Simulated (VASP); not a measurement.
# MgB (Pm-3m) in VASP: a series of runs, part 2 of 2

VASP 6.6.1.

**4. Relaxation of cell and atoms, r2SCAN, target pressure 10 GPa, at which the enthalpy is minimised**

Input file POSCAR:

```
MgB
1.0
    2.8951500000      0.0000000000      0.0000000000
    0.0000000000      2.8951500000      0.0000000000
    0.0000000000      0.0000000000      2.8951500000
Mg B
1 1
Direct
    0.0000000000      0.0000000000      0.0000000000
    0.5000000000      0.5000000000      0.5000000000
```

Input file INCAR.step1:

```
SYSTEM = MgB
ALGO = Normal ; EDIFF = 1E-4
ENCUT = 600 ; GGA = PE
ISMEAR = -1 ; LASPH = .TRUE.
LCHARG = .FALSE. ; LREAL = .FALSE.
LWAVE = .TRUE. ; NELM = 60
PREC = Accurate ; SIGMA = 0.05
```

Input file INCAR.step2:

```
SYSTEM = MgB
ALGO = Normal ; EDIFF = 1E-6
EDIFFG = -0.01 ; ENCUT = 600
IBRION = 2 ; ISIF = 3
ISMEAR = -1 ; ISTART = 1
LASPH = .TRUE. ; LCHARG = .FALSE.
LMIXTAU = .TRUE. ; LREAL = .FALSE.
LWAVE = .FALSE. ; METAGGA = R2SCAN
NELM = 60 ; NSW = 60
PREC = Accurate ; PSTRESS = 100.0
SIGMA = 0.05
```

Input file KPOINTS:

```
k-points
0
G
  9 9 9
  0 0 0
```

Potentials or basis: VASP PAW PBE potentials, release 64 (Mg, B).

Command:

```bash
cat potpaw_PBE.64/Mg/POTCAR potpaw_PBE.64/B/POTCAR > POTCAR
cp INCAR.step1 INCAR
mpirun -np 1 vasp_std > vasp.out
cp INCAR.step2 INCAR
mpirun -np 1 vasp_std > vasp.out
```

OUTCAR:

```text
SYSTEM = MgB
   EDIFF = 1E-6
   EDIFFG = -0.01
   ENCUT = 600
   IBRION = 2
   ISIF = 3
   ISMEAR = -1
   ISTART = 1
   LASPH = .TRUE.
   LREAL = .FALSE.
   METAGGA = R2SCAN
   NELM = 60
   NSW = 60
   PREC = Accurate
   PSTRESS = 100.0

 ion  position               nearest neighbor table
   1  0.000  0.000  0.000-   2 2.51   2 2.51   2 2.51   2 2.51   2 2.51   2 2.51   2 2.51   2 2.51

   2  0.500  0.500  0.500-   1 2.51   1 2.51   1 2.51   1 2.51   1 2.51   1 2.51   1 2.51   1 2.51

  LATTYP: Found a simple cubic cell.
 ALAT       =     2.8951500000

  Lattice vectors:

 A1 = (   2.8951500000,   0.0000000000,   0.0000000000)
 A2 = (   0.0000000000,   2.8951500000,   0.0000000000)
 A3 = (   0.0000000000,   0.0000000000,   2.8951500000)

[... 257 lines left out ...]
  free energy    TOTEN  =        -9.87820317 eV

  energy without entropy =       -9.87100059  energy(sigma->0) =       -9.87460188

 E-fermi :   5.6092     XC(G=0): -11.4358

 val. band max:        5.5625347969   @ k =   0.3333   0.2222   0.0000
 cond. band min:       5.6199073911   @ k =   0.3333   0.2222   0.2222
 fundamental gap:      0.0573725942
 Fermi energy:         5.6091862429

 k-point     1 :       0.0000    0.0000    0.0000
  band No.  band energies     occupation
      1      -6.7510      2.00000
      2       8.4137      0.00000
      3       8.4137      0.00000
      4       8.4137      0.00000
      5      13.0002      0.00000
      6      13.0002      0.00000
[... 199 lines left out ...]
 k-point    24 :       0.4444    0.3333    0.1111
  band No.  band energies     occupation
      1      -1.6066      2.00000
      2       1.2188      2.00000
      3       4.0239      2.00000
      4       9.8278      0.00000
      5      10.1205      0.00000
      6      16.9765      0.00000

 [... further k-points ...]

------------------------ aborting loop because EDIFF is reached ----------------------------------------

  FORCE on cell =-STRESS in cart. coord.  units (eV):
  Direction    XX          YY          ZZ          XY          YZ          ZX
  --------------------------------------------------------------------------------------
  -------------------------------------------------------------------------------------
  Total        1.3675065      1.3675065      1.3675065     -0.0000000      0.0000000      0.0000000
  in kB      100.5969640    100.5969640    100.5969640     -0.0000000      0.0000000      0.0000000
  external PRESSURE =       0.5969640 kB  Pullay stress =     100.0000000 kB
[... 21 lines left out ...]
  energy  without entropy=       -9.8710005916  energy(sigma->0) =       -9.87460188

  enthalpy is  TOTEN    =        -8.5188117522 eV   P V=        1.3593914184

 reached required accuracy - stopping structural energy minimisation
```

OUTCAR.step1:

```text
SYSTEM = MgB
   EDIFF = 1E-4
   ENCUT = 600
   GGA = PE
   ISMEAR = -1
   LASPH = .TRUE.
   LREAL = .FALSE.
[... 437 lines left out ...]
      0.00000      0.00000      0.00000         0.000000      0.000000      0.000000
      1.44758      1.44758      1.44758         0.000000      0.000000      0.000000
 -----------------------------------------------------------------------------------
    total drift:                                0.000000     -0.000000     -0.000000

  FREE ENERGIE OF THE ION-ELECTRON SYSTEM (eV)
  ---------------------------------------------------
  free  energy   TOTEN  =        -6.6236698675 eV

  energy  without entropy=       -6.6169151665  energy(sigma->0) =       -6.62029252
```

It took 64 s on 1 thread of Intel Xeon 8259CL, shared host; peak memory 0.15 GiB.

What came out:

| Quantity | Value |
| --- | --- |
| Free energy | -9.8782 eV |
| Relaxed volume | 10.89 Å³/atom |
| Relaxed cell | a = 2.793 Å, b = 2.793 Å, c = 2.793 Å, α = 90.00°, β = 90.00°, γ = 90.00° |
| Space group after relaxing (to 0.1 Å) | Pm-3m (No. 221) |
| Energy change on relaxing (the run minimises the enthalpy) | +30.1 meV/atom |
| Ionic steps | 3 |
| Pressure after relaxing | 10.1 GPa |
| Band gap on the k mesh | zero (an odd number of electrons rules out a gap without spin polarisation) |

Step by step:
| step | energy change (eV) | largest force (eV/Å) | pressure (GPa) | volume (Å³) |
| --- | --- | --- | --- | --- |
| 1 | 0.0000 | 0.0000 | -1.24 | 24.27 |
| 2 | 0.0869 | 0.0000 | 12.39 | 21.40 |
| 3 | 0.0602 | 0.0000 | 10.06 | 21.78 |

Final structure:
```cif
data_structure
_symmetry_space_group_name_H-M 'P 1'
_symmetry_Int_Tables_number 1
_cell_length_a 2.7927
_cell_length_b 2.7927
_cell_length_c 2.7927
_cell_angle_alpha 90.000
_cell_angle_beta 90.000
_cell_angle_gamma 90.000
_cell_volume 21.78
loop_
_atom_site_label
_atom_site_type_symbol
_atom_site_fract_x
_atom_site_fract_y
_atom_site_fract_z
_atom_site_occupancy
Mg1 Mg 0.00000 0.00000 0.00000 1
B1 B 0.50000 0.50000 0.50000 1
```

Caveat: the cell is relaxed towards a set pressure, so the run minimises the enthalpy, not the energy; the PAW data sets were made with another functional, which shifts forces and pressure a little.

**5. Relaxation of cell and atoms, r2SCAN, target pressure 20 GPa, at which the enthalpy is minimised**

POSCAR is that of step 4.

Input file INCAR.step1:

```
SYSTEM = MgB
  PREC = Accurate
  ENCUT = 600
  ISMEAR = -1
  SIGMA = 0.05
  LREAL = .FALSE.
  LASPH = .TRUE.
  NELM = 100
  GGA = PE
  ALGO = Normal
  EDIFF = 1E-4
  LWAVE = .TRUE.
  LCHARG = .FALSE.
```

Input file INCAR.step2:

```
SYSTEM = MgB
  PREC = Accurate
  ENCUT = 600
  EDIFF = 1E-6
  ISMEAR = -1
  SIGMA = 0.05
  LREAL = .FALSE.
  LASPH = .TRUE.
  NELM = 100
  ALGO = Normal
  ISIF = 3
  LWAVE = .FALSE.
  LCHARG = .FALSE.
  METAGGA = R2SCAN
  LMIXTAU = .TRUE.
  IBRION = 2
  NSW = 60
  EDIFFG = -0.01
  PSTRESS = 200.0
  ISTART = 1
```

Input file KPOINTS:

```
Automatic mesh
0
G
  9 9 9
  0 0 0
```

Potentials or basis: VASP PAW PBE potentials, release 64 (Mg, B).

Command:

```bash
cat potpaw_PBE.64/Mg/POTCAR potpaw_PBE.64/B/POTCAR > POTCAR
cp INCAR.step1 INCAR
mpirun -np 1 vasp_std > vasp.out
cp INCAR.step2 INCAR
mpirun -np 1 vasp_std > vasp.out
```

OUTCAR:

```text
SYSTEM = MgB
   PREC = Accurate
   ENCUT = 600
   EDIFF = 1E-6
   ISMEAR = -1
   LREAL = .FALSE.
   LASPH = .TRUE.
   NELM = 100
   ISIF = 3
   METAGGA = R2SCAN
   IBRION = 2
   NSW = 60
   EDIFFG = -0.01
   PSTRESS = 200.0
   ISTART = 1

 ion  position               nearest neighbor table
   1  0.000  0.000  0.000-   2 2.51   2 2.51   2 2.51   2 2.51   2 2.51   2 2.51   2 2.51   2 2.51

   2  0.500  0.500  0.500-   1 2.51   1 2.51   1 2.51   1 2.51   1 2.51   1 2.51   1 2.51   1 2.51

  LATTYP: Found a simple cubic cell.
 ALAT       =     2.8951500000

  Lattice vectors:

 A1 = (   2.8951500000,   0.0000000000,   0.0000000000)
 A2 = (   0.0000000000,   2.8951500000,   0.0000000000)
 A3 = (   0.0000000000,   0.0000000000,   2.8951500000)

Analysis of symmetry for initial positions (statically):
=====================================================================
 Subroutine PRICEL returns:
 Original cell was already a primitive cell.

 Routine SETGRP: Setting up the symmetry group for a
 simple cubic supercell.

 Subroutine GETGRP returns: Found 48 space group operations
 (whereof 48 operations were pure point group operations)
 out of a pool of 48 trial point group operations.

The static configuration has the point symmetry O_h .

Analysis of symmetry for dynamics (positions and initial velocities):
=====================================================================
 Subroutine PRICEL returns:
 Original cell was already a primitive cell.

 Routine SETGRP: Setting up the symmetry group for a
 simple cubic supercell.

 Subroutine GETGRP returns: Found 48 space group operations
 (whereof 48 operations were pure point group operations)
 out of a pool of 48 trial point group operations.

The dynamic configuration has the point symmetry O_h .

 Subroutine INISYM returns: Found 48 space group operations
[... 122 lines left out ...]
   METAGGA = R2SCAN    functional components
   LHFCALC =     F    Hartree Fock is set to
   AEXX    =    0.0000 exact exchange contribution
   IVDW    =     0    specifies the selected vdW correction
   LEPSILON=     F    determine dielectric tensor
   LRPA    =     F    only Hartree local field effects (RPA)
 conjugate gradient relaxation of ions
 non-spin polarized calculation
  energy-cutoff  :      600.00
  volume of cell :       24.27
 maximum number of plane-waves:       819
 NGX is ok and might be reduce to    24
   NGX = 11   NGY = 11   NGZ = 11

--------------------------------------- Ionic step        1  -------------------------------------------

 number of electron       5.0000000 magnetization

 Free energy of the ion-electron system (eV)
  ---------------------------------------------------
  ext. energy  EPLUGINS =         0.00000000
  ---------------------------------------------------
  free energy    TOTEN  =        -9.93836255 eV

  energy without entropy =       -9.93154376  energy(sigma->0) =       -9.93495316

------------------------ aborting loop because EDIFF is reached ----------------------------------------

  FORCE on cell =-STRESS in cart. coord.  units (eV):
  Direction    XX          YY          ZZ          XY          YZ          ZX
  --------------------------------------------------------------------------------------
  -------------------------------------------------------------------------------------
  Total       -0.1880005     -0.1880005     -0.1880005      0.0000000      0.0000000     -0.0000000
  in kB      -12.4124166    -12.4124166    -12.4124166      0.0000000      0.0000000     -0.0000000
  external PRESSURE =    -212.4124166 kB  Pullay stress =     200.0000000 kB
[... 63 lines left out ...]
--------------------------------------- Ionic step        3  -------------------------------------------

 number of electron       5.0000000 magnetization

 Free energy of the ion-electron system (eV)
  ---------------------------------------------------
  ext. energy  EPLUGINS =         0.00000000
  ---------------------------------------------------
  free energy    TOTEN  =        -9.74432596 eV

  energy without entropy =       -9.73768710  energy(sigma->0) =       -9.74100653

 E-fermi :   6.1525     XC(G=0): -11.7252

 val. band max:        6.1388658020   @ k =   0.3333   0.2222   0.0000
 cond. band min:       6.2590640048   @ k =   0.3333   0.2222   0.1111
 fundamental gap:      0.1201982028
 Fermi energy:         6.1525218569

 k-point     1 :       0.0000    0.0000    0.0000
  band No.  band energies     occupation
      1      -6.6649      2.00000
      2       9.1280      0.00000
      3       9.1280      0.00000
      4       9.1280      0.00000
      5      13.6529      0.00000
      6      13.6529      0.00000
[... 199 lines left out ...]
 k-point    24 :       0.4444    0.3333    0.1111
  band No.  band energies     occupation
      1      -1.2688      2.00000
      2       1.5532      2.00000
      3       4.5176      2.00000
      4      10.6378      0.00000
      5      10.9273      0.00000
      6      18.0589      0.00000

 [... further k-points ...]

------------------------ aborting loop because EDIFF is reached ----------------------------------------

  FORCE on cell =-STRESS in cart. coord.  units (eV):
  Direction    XX          YY          ZZ          XY          YZ          ZX
  --------------------------------------------------------------------------------------
  -------------------------------------------------------------------------------------
  Total        2.5486698      2.5486698      2.5486698      0.0000000      0.0000000      0.0000000
  in kB      200.8445456    200.8445456    200.8445456      0.0000000      0.0000000      0.0000000
  external PRESSURE =       0.8445456 kB  Pullay stress =     200.0000000 kB
[... 21 lines left out ...]
  energy  without entropy=       -9.7376871004  energy(sigma->0) =       -9.74100653

  enthalpy is  TOTEN    =        -7.2063732661 eV   P V=        2.5379526954

 reached required accuracy - stopping structural energy minimisation
```

OUTCAR.step1:

```text
SYSTEM = MgB
   PREC = Accurate
   ENCUT = 600
   ISMEAR = -1
   LREAL = .FALSE.
   LASPH = .TRUE.
[... 438 lines left out ...]
      0.00000      0.00000      0.00000         0.000000      0.000000      0.000000
      1.44758      1.44758      1.44758         0.000000      0.000000      0.000000
 -----------------------------------------------------------------------------------
    total drift:                                0.000000     -0.000000     -0.000000

  FREE ENERGIE OF THE ION-ELECTRON SYSTEM (eV)
  ---------------------------------------------------
  free  energy   TOTEN  =        -6.6236698675 eV

  energy  without entropy=       -6.6169151665  energy(sigma->0) =       -6.62029252
```

Wall time 1.7 min (1 thread of Intel Xeon 8259CL, shared host); peak memory 0.15 GiB.

Results:

```
Free energy                                                : -9.7443 eV
Relaxed volume                                             : 10.17 Å³/atom
Relaxed cell                                               : a = 2.729 Å, b = 2.729 Å, c = 2.729 Å, α = 90.00°, β = 90.00°, γ = 90.00°
Space group after relaxing (to 0.1 Å)                      : Pm-3m (No. 221)
Energy change on relaxing (the run minimises the enthalpy) : +97.0 meV/atom
Ionic steps                                                : 3
Pressure after relaxing                                    : 20.1 GPa
Band gap on the k mesh                                     : zero (an odd number of electrons rules out a gap without spin polarisation)
```

The path:
```csv
step,energy change (eV),largest force (eV/Å),pressure (GPa),volume (Å³)
1,0.0000,0.0000,-1.24,24.27
2,0.4010,0.0000,32.07,19.04
3,0.1940,0.0000,20.08,20.33
```

Final structure:
```
Mg B
1.0
     2.72932    0.00000    0.00000
     0.00000    2.72932    0.00000
     0.00000    0.00000    2.72932
Mg B
1 1
Direct
  0.00000 0.00000 0.00000
  0.50000 0.50000 0.50000
```

Caveat: the cell is relaxed towards a set pressure, so the run minimises the enthalpy, not the energy; the volume moved by over 15 % at a fixed basis, so the end points are rough; the PAW data sets were made with another functional, which shifts forces and pressure a little.

**6. The runs side by side**

```csv
cell,gap on the mesh (eV),pressure (GPa)
relaxed to 2 GPa,none,1.9
relaxed to 5 GPa,none,5.0
relaxed to 10 GPa,none,10.1
relaxed to 20 GPa,none,20.1
```

Alike in all rows: task relaxation of cell and atoms; level r2SCAN; potentials or basis VASP PAW PBE potentials, release 64 (Mg, B); no spin polarisation; k mesh 9 × 9 × 9; cutoff (eV) 600; smearing fermi-dirac 0.05 eV.

Caveats: the cell is relaxed towards a set pressure, so the run minimises the enthalpy, not the energy; the PAW data sets were made with another functional, which shifts forces and pressure a little; the volume moved by over 15 % at a fixed basis, so the end points are rough (at least some runs).

Absolute energies hang on the potentials; compare differences alone.
